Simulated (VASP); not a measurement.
Input of a VASP 6.6.1 run:

File INCAR:

```
ALGO = Normal
EDIFF = 1E-6
ENCUT = 520
GGA = CA
ISIF = 2
ISMEAR = 0
LASPH = T
LCHARG = T
LELF = T
LREAL = F
LVHAR = T
LWAVE = F
NBANDS = 15
NELM = 60
PREC = Accurate
SIGMA = 0.05
```

File KPOINTS:

```
k-points
0
Gamma
  8 8 8
```

Contents of POSCAR:

```
KMgH3
1.0
    4.1256250000      0.0000000000      0.0000000000
    0.0000000000      4.1256250000      0.0000000000
    0.0000000000      0.0000000000      4.2262500000
K Mg H
1 1 3
Direct
    0.0000000000      0.0000000000      0.0000000000
    0.5000000000      0.5000000000      0.5000000000
    0.0000000000      0.5000000000      0.5000000000
    0.5000000000      0.0000000000      0.5000000000
    0.5000000000      0.5000000000      0.0000000000
```

Potentials or basis: VASP PAW LDA potentials, release 64 (K_sv, Mg, H).

Command:

```console
$ cat potpaw_LDA.64/K_sv/POTCAR potpaw_LDA.64/Mg/POTCAR potpaw_LDA.64/H/POTCAR > POTCAR
$ mpirun -np 1 vasp_std > vasp.out
```

Problem. Predict the pressure.

Solution. -5.6 GPa.

Problem. Predict the band gap on the k mesh.

Solution. 1.75 eV, indirect (least direct gap 3.70 eV).

Stress tensor (GPa, compression positive):
```
-5.31  0.00  0.00
 0.00 -5.31  0.00
 0.00  0.00 -6.07
```

Caveat: the cell differs from its parent crystal (strain +0.025 along x and y, +0.050 along z). A k mesh can miss the band edges.
